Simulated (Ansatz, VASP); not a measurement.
**BN in VASP and in Ansatz**

Contents of POSCAR:

```
BN
1.0
    0.0000000000      1.7680208598      1.7680208598
    1.7680208598      0.0000000000      1.7680208598
    1.7680208598      1.7680208598      0.0000000000
B N
1 1
Direct
    0.0000000000      0.0000000000      0.0000000000
    0.2500000000      0.2500000000      0.2500000000
```

File INCAR.step1:

```
PREC = Accurate ; ENCUT = 520
ISMEAR = 0 ; SIGMA = 0.02
LREAL = False ; LASPH = True
NELM = 100 ; NBANDS = 11
GGA = PE ; ALGO = Normal
EDIFF = 1E-4 ; LWAVE = True
LCHARG = False
```

Contents of INCAR.step2:

```
PREC = Accurate ; ENCUT = 520
EDIFF = 1E-6 ; ISMEAR = 0
SIGMA = 0.02 ; LREAL = False
LASPH = True ; NELM = 100
ALGO = Normal ; ISIF = 2
LWAVE = False ; LCHARG = False
METAGGA = R2SCAN ; LMIXTAU = True
NBANDS = 11 ; ISTART = 1
```

The input KPOINTS:

```
regular mesh
0
Gamma
  12 12 12
```

Input for Ansatz:

```yaml
crystal:
  lattice:
    - [0.0, 1.7680208598, 1.7680208598]
    - [1.7680208598, 0.0, 1.7680208598]
    - [1.7680208598, 1.7680208598, 0.0]
  atoms:
    - { symbol: B, position: [0.0, 0.0, 0.0] }
    - { symbol: "N", position: [0.25, 0.25, 0.25] }
basis:
  ecutwfc: 500
kpoints:
  mp_grid: { grid: [12, 12, 12] }
hamiltonian:
  xc: r2scan
scf:
  occupations: { method: gaussian, width: 0.02 }
output:
  forces: true
  stress: true
  eigenvalues: true
```

Alike in both runs: task single point; functional r2SCAN; k mesh 12 × 12 × 12; occupations gaussian, width 0.02 eV; no spin polarisation.

|  | VASP | Ansatz |
| --- | --- | --- |
| version | VASP 6.6.1 | Ansatz 0.2.0 |
| potentials or method | VASP PAW PBE potentials, release 64 (B, N), cutoff 520 eV | scalar-relativistic, plane waves, PAW |
| valence electrons in the cell | 8 | 8 |

Ansatz gave:

| Item | Value |
| --- | --- |
| gap on the k mesh at the Fermi level (eV) | 5.08 |
| least direct gap on the mesh (eV) | 9.90 |

What did VASP give for the same quantities?

gap on the k mesh at the Fermi level (eV): 5.05; least direct gap on the mesh (eV): 9.85.

VASP's potentials were made for PBE, not for r2SCAN.
